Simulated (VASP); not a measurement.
Wanted: the native input for a VASP 6.6.1 run.

```
Task                   : single point
Functional             : PBE
Potentials or basis    : VASP PAW PBE potentials, release 64 (Li_sv, Be, S)
Cutoff                 : 520 eV
k mesh                 : 4 × 2 × 2
Occupations            : gaussian, width 0.1 eV
Spin                   : no spin polarisation
Dipole correction      : no
Further INCAR settings : ALGO = Normal; EDIFF = 1e-06; NBANDS = 31
```

The structure of Li2BeS2 lies in POSCAR:

```
Li2BeS2
1.0
    1.8655579678     -3.2191518431      0.0225156176
   -5.5479681967     -3.1908150247     -0.0422257585
   -0.0588411833      0.0175270680     -6.1417378354
Li Be S
4 2 4
Direct
   -0.1000440538      1.0329337137      0.5754720793
    0.3999704103      0.5328833493      0.5754278331
    0.8900640946      0.7058149793      0.2664461032
    0.3900507890      0.2057727522      0.2664710164
    0.4044276349      0.8639726374      0.8281256227
   -0.0955491755      0.3639807336      0.8280745490
   -0.0915201683      1.0286947873      0.9515192600
    0.4084319850      0.5287153274      0.9514928839
    0.3970809440      0.8686269718      0.4815708056
   -0.1029124603      0.3686047480      0.4814979069
```

These files were run (other wordings do the same):

INCAR

```
SYSTEM = Li2BeS2
ALGO     = Normal         ! electronic algorithm
EDIFF    = 1E-6           ! SCF threshold, eV
ENCUT    = 520            ! plane-wave cutoff, eV
GGA      = PE             ! functional
ISIF     = 2              ! what is computed and relaxed
ISMEAR   = 0              ! smearing method
LASPH    = .TRUE.         ! aspherical terms in the spheres
LCHARG   = .TRUE.         ! write CHGCAR
LELF     = .TRUE.         ! ELF
LREAL    = .FALSE.        ! projectors in reciprocal space
LVHAR    = .TRUE.       
LWAVE    = .FALSE.        ! write WAVECAR
NBANDS   = 31             ! bands
NELM     = 60             ! most SCF steps
PREC     = Accurate       ! precision mode
SIGMA    = 0.1            ! smearing width, eV
```

KPOINTS

```
k-points
0
G
  4 2 2
  0 0 0
```

Potentials or basis: VASP PAW PBE potentials, release 64 (Li_sv, Be, S).

Command:

```sh
$ cat potpaw_PBE.64/Li_sv/POTCAR potpaw_PBE.64/Be/POTCAR potpaw_PBE.64/S/POTCAR > POTCAR
$ mpirun -np 1 vasp_std > vasp.out
```

It gave:

The largest force is 0.015 eV/Å. The band gap on the k mesh is 3.43 eV.

Caveat: the k points lie up to 0.51 Å⁻¹ apart.

It took 30 s on 1 thread of Intel(R) Xeon(R) 6975P-C (Granite Rapids), on a shared host, peak memory 0.24 GiB.
